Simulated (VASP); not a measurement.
# Au (Fm-3m) in VASP: notebook, part 2 of 2

VASP 6.6.1.

## 6. Single point, r2SCAN

This run uses another cell than the first one, of 18.07 Å³/atom.

POSCAR reads:

```
Au
1.0
    0.0000000000      2.0827296890      2.0827296890
    2.0827296890      0.0000000000      2.0827296890
    2.0827296890      2.0827296890      0.0000000000
Au
1
Direct
    0.0000000000      0.0000000000      0.0000000000
```

INCAR.step1 reads:

```
SYSTEM = Au
ALGO = Normal ; EDIFF = 1E-4
ENCUT = 520 ; GGA = PE
ISMEAR = 0 ; LASPH = .TRUE.
LCHARG = .FALSE. ; LREAL = .FALSE.
LWAVE = .TRUE. ; NBANDS = 12
NELM = 60 ; PREC = Accurate
SIGMA = 0.05
```

INCAR.step2 reads:

```
SYSTEM = Au
ALGO = Normal ; EDIFF = 1E-6
ENCUT = 520 ; ISIF = 2
ISMEAR = 0 ; ISTART = 1
LASPH = .TRUE. ; LCHARG = .TRUE.
LELF = .TRUE. ; LMIXTAU = .TRUE.
LREAL = .FALSE. ; LVHAR = .TRUE.
LWAVE = .FALSE. ; METAGGA = R2SCAN
NBANDS = 12 ; NELM = 60
PREC = Accurate ; SIGMA = 0.05
```

KPOINTS reads:

```
k-points
0
G
  18 18 18
  0 0 0
```

Potentials or basis: VASP PAW PBE potentials, release 64 (Au).

Run with:

```
$ cat potpaw_PBE.64/Au/POTCAR > POTCAR
$ cp INCAR.step1 INCAR
$ mpirun -np 1 vasp_std > vasp.out
$ cp INCAR.step2 INCAR
$ mpirun -np 1 vasp_std > vasp.out
```

OUTCAR:

```text
SYSTEM = Au
   EDIFF = 1E-6
   ENCUT = 520
   ISIF = 2
   ISMEAR = 0
   ISTART = 1
   LASPH = .TRUE.
   LREAL = .FALSE.
   METAGGA = R2SCAN
   NELM = 60
   PREC = Accurate

 ion  position               nearest neighbor table
   1  0.000  0.000  0.000-

  LATTYP: Found a face centered cubic cell.
 ALAT       =     4.1654593780

  Lattice vectors:

 A1 = (   0.0000000000,   2.0827296890,   2.0827296890)
 A2 = (   2.0827296890,   0.0000000000,   2.0827296890)
 A3 = (   2.0827296890,   2.0827296890,   0.0000000000)

Analysis of symmetry for initial positions (statically):
=====================================================================
 Subroutine PRICEL returns:
 Original cell was already a primitive cell.

 Routine SETGRP: Setting up the symmetry group for a
 face centered cubic supercell.

 Subroutine GETGRP returns: Found 48 space group operations
 (whereof 48 operations were pure point group operations)
 out of a pool of 48 trial point group operations.

The static configuration has the point symmetry O_h .

Analysis of symmetry for dynamics (positions and initial velocities):
=====================================================================
 Subroutine PRICEL returns:
 Original cell was already a primitive cell.

 Routine SETGRP: Setting up the symmetry group for a
 face centered cubic supercell.

 Subroutine GETGRP returns: Found 48 space group operations
 (whereof 48 operations were pure point group operations)
 out of a pool of 48 trial point group operations.

The dynamic configuration has the point symmetry O_h .

 Subroutine INISYM returns: Found 48 space group operations
 (whereof 48 operations are pure point group operations),
 and found     1 'primitive' translations

----------------------------------------------------------------------------------------

                                     Primitive cell

  volume of cell :      18.0688

[... 111 lines left out ...]
   METAGGA = R2SCAN    functional components
   LHFCALC =     F    Hartree Fock is set to
   AEXX    =    0.0000 exact exchange contribution
   IVDW    =     0    specifies the selected vdW correction
   LEPSILON=     F    determine dielectric tensor
   LRPA    =     F    only Hartree local field effects (RPA)
 non-spin polarized calculation
 Gauss-broadening in eV      SIGMA  =   0.05
  energy-cutoff  :      520.00
  volume of cell :       18.07
 maximum number of plane-waves:       531
 NGX is ok and might be reduce to    24
   NGX = 11   NGY = 11   NGZ = 11

 number of electron      11.0000001 magnetization

 Free energy of the ion-electron system (eV)
  ---------------------------------------------------
  ext. energy  EPLUGINS =         0.00000000
  ---------------------------------------------------
  free energy    TOTEN  =       -50.59032127 eV

  energy without entropy =      -50.59008015  energy(sigma->0) =      -50.59020071

 E-fermi :   8.3372     XC(G=0): -13.2167

 val. band max:        8.3012269284   @ k =   0.5000   0.2778   0.1111
 cond. band min:       8.3858215192   @ k =   0.5000   0.1667   0.0556
 fundamental gap:      0.0845945908
 Fermi energy:         8.3371854764

 k-point     1 :       0.0000    0.0000    0.0000
  band No.  band energies     occupation
      1      -1.0792      2.00000
      2       3.7459      2.00000
      3       3.7459      2.00000
      4       3.7459      2.00000
      5       5.1258      2.00000
      6       5.1258      2.00000
      7      23.7643      0.00000
      8      27.4933      0.00000
      9      27.4933      0.00000
     10      27.4933      0.00000
     11      32.5673      0.00000
     12      36.4244      0.00000
[... 331 lines left out ...]
 k-point    24 :      -0.2222    0.0556    0.0000
  band No.  band energies     occupation
      1       0.6744      2.00000
      2       3.5477      2.00000
      3       4.0364      2.00000
      4       4.0635      2.00000
      5       5.0572      2.00000
      6       5.5053      2.00000
      7      20.1182      0.00000
      8      24.6658      0.00000
      9      27.1317      0.00000
     10      29.7852      0.00000
     11      29.9501      0.00000
     12      31.6574      0.00000

 [... further k-points ...]

------------------------ aborting loop because EDIFF is reached ----------------------------------------

  FORCE on cell =-STRESS in cart. coord.  units (eV):
  Direction    XX          YY          ZZ          XY          YZ          ZX
  --------------------------------------------------------------------------------------
  -------------------------------------------------------------------------------------
  Total       -0.4560165     -0.4560165     -0.4560165      0.0000000      0.0000000      0.0000000
  in kB      -40.4354617    -40.4354617    -40.4354617      0.0000000      0.0000000      0.0000000
  external PRESSURE =     -40.4354617 kB  Pullay stress =       0.0000000 kB

 VOLUME and BASIS-vectors are now :
 -----------------------------------------------------------------------------
  energy-cutoff  :      520.00
  volume of cell :       18.07
      direct lattice vectors                 reciprocal lattice vectors
     0.000000000  2.082729689  2.082729689    -0.240069560  0.240069560  0.240069560
     2.082729689  0.000000000  2.082729689     0.240069560 -0.240069560  0.240069560
     2.082729689  2.082729689  0.000000000     0.240069560  0.240069560 -0.240069560

 POSITION                                       TOTAL-FORCE (eV/Angst)
 -----------------------------------------------------------------------------------
      0.00000      0.00000      0.00000         0.000000      0.000000      0.000000
 -----------------------------------------------------------------------------------
    total drift:                               -0.000000      0.000000     -0.000000

  FREE ENERGIE OF THE ION-ELECTRON SYSTEM (eV)
  ---------------------------------------------------
  free  energy   TOTEN  =       -50.5903212745 eV

  energy  without entropy=      -50.5900801506  energy(sigma->0) =      -50.59020071
```

OUTCAR.step1:

```text
SYSTEM = Au
   EDIFF = 1E-4
   ENCUT = 520
   GGA = PE
   ISMEAR = 0
   LASPH = .TRUE.
[... 578 lines left out ...]
 -----------------------------------------------------------------------------------
      0.00000      0.00000      0.00000        -0.000000     -0.000000     -0.000000
 -----------------------------------------------------------------------------------
    total drift:                               -0.000000      0.000000      0.000000

  FREE ENERGIE OF THE ION-ELECTRON SYSTEM (eV)
  ---------------------------------------------------
  free  energy   TOTEN  =        -3.2215529251 eV

  energy  without entropy=       -3.2211746219  energy(sigma->0) =       -3.22136377
```

Wall time 5.9 min (1 thread of AMD EPYC, shared host); peak memory 0.15 GiB.

What came out:

* Free energy: -50.5903 eV
* Pressure: -4.0 GPa
* Band gap on the k mesh: zero (an odd number of electrons rules out a gap without spin polarisation)

Levels at points of the mesh, in eV from the Fermi level:
| k point | band 4 | band 5 | band 6 | band 7 | band 8 | band 9 |
| --- | --- | --- | --- | --- | --- | --- |
| (0.00, 0.00, 0.00) | -4.59 | -3.21 | -3.21 | 15.43 | 19.16 | 19.16 |
| (0.50, 0.00, 0.00) | -2.08 | -2.08 | -0.48 | 2.90 | 14.89 | 17.49 |
| (0.50, 0.50, 0.00) | -1.78 | -1.78 | 1.40 | 5.57 | 10.39 | 10.39 |

Caveat: the cell stands under tension; the PAW data sets were made with another functional, which shifts forces and pressure a little; spin-orbit coupling is left out, which moves the levels of the heavy elements.

## 7. Summary

| level | cell | k mesh | gap on the mesh (eV) | pressure (GPa) |
| --- | --- | --- | --- | --- |
| PBE | a = 2.950 Å, angles 60.0°, 1 atom | 8 × 8 × 8 | none | -0.9 |
| PBE | a = 2.945 Å, angles 60.0°, 1 atom | 8 × 8 × 8 | none | -0.3 |
| r2SCAN | a = 2.917 Å, angles 60.0°, 1 atom | 18 × 18 × 18 | none | 0.1 |
| r2SCAN | a = 2.916 Å, angles 60.0°, 1 atom | 18 × 18 × 18 | none | 0.3 |
| r2SCAN | a = 2.945 Å, angles 60.0°, 1 atom | 18 × 18 × 18 | none | -4.0 |

Alike in all rows: task single point; potentials or basis VASP PAW PBE potentials, release 64 (Au); no spin polarisation; cutoff (eV) 520; smearing gaussian 0.05 eV.

Caveats: spin-orbit coupling is left out, which moves the levels of the heavy elements; the PAW data sets were made with another functional, which shifts forces and pressure a little (at least some runs); the cell stands under tension (at least some runs).

Absolute energies hang on the potentials; compare differences alone.
